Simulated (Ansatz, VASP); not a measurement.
## Si in VASP and in Ansatz

File INCAR:

```
SYSTEM = Si
ALGO = Normal
EDIFF = 1E-6
ENCUT = 500
GGA = PE
GGA_COMPAT = .False.
ISIF = 2
ISMEAR = -1
LASPH = .True.
LCHARG = .True.
LELF = .True.
LREAL = .False.
LVHAR = .True.
LWAVE = .False.
NBANDS = 26
NELM = 120
PREC = Accurate
SIGMA = 0.01
```

The input KPOINTS:

```
k-points
0
Gamma
  3 3 3
  0 0 0
```

Contents of POSCAR:

```
Si
1.0
    5.4697269700      0.0000000000      0.0000000000
    0.0000000000      5.4697269700      0.0000000000
    0.0000000000      0.0000000000      5.4697269700
Si
8
Direct
    0.2500000000      0.2500000000      0.7500000000
    0.2500000000      0.7500000000      0.2500000000
    0.7500000000      0.2500000000      0.2500000000
    0.7500000000      0.7500000000      0.7500000000
    0.0000000000      0.0000000000      0.5000000000
    0.0000000000      0.5000000000      0.0000000000
    0.5000000000      0.0000000000      0.0000000000
    0.5000000000      0.5000000000      0.5000000000
```

Input for Ansatz:

```yaml
crystal:
  lattice:
    - [5.46972697, 0.0, 0.0]
    - [0.0, 5.46972697, 0.0]
    - [0.0, 0.0, 5.46972697]
  atoms:
    - { symbol: Si, position: [0.25, 0.25, 0.75] }
    - { symbol: Si, position: [0.25, 0.75, 0.25] }
    - { symbol: Si, position: [0.75, 0.25, 0.25] }
    - { symbol: Si, position: [0.75, 0.75, 0.75] }
    - { symbol: Si, position: [0.0, 0.0, 0.5] }
    - { symbol: Si, position: [0.0, 0.5, 0.0] }
    - { symbol: Si, position: [0.5, 0.0, 0.0] }
    - { symbol: Si, position: [0.5, 0.5, 0.5] }
basis:
  ecutwfc: 420.0
  ecutrho_ratio: 4
  xc_grid: 2
  fft_grid_basis: typed
  precision: f64
kpoints:
  mp_grid: { grid: [3, 3, 3] }
hamiltonian:
  pseudopotentials: { kind: paw, azcp: { folder: soft_1 } }
scf:
  max_iter: 80
  self_checks: high
  occupations: { method: fermi_dirac, width: 0.01 }
checkpoint:
  write: "../host.point.run"
  compress: false
  write_wavefunctions: true
  write_every: 100000
```

Alike in both runs: task single point; functional PBE; k mesh 3 × 3 × 3; occupations fermi-dirac, width 0.01 eV; no spin polarisation.

|  | VASP | Ansatz |
| --- | --- | --- |
| version | VASP 6.6.1 | Ansatz 0.2.0 |
| potentials or method | VASP PAW PBE potentials, release 64 (Si), cutoff 500 eV | plane-wave PAW DFT |
| valence electrons in the cell | 32 | 32 |

|  | VASP | Ansatz | Ansatz less VASP |
| --- | --- | --- | --- |
| gap on the k mesh at the Fermi level (eV) | 0.75 | 0.75 | -0.001 |
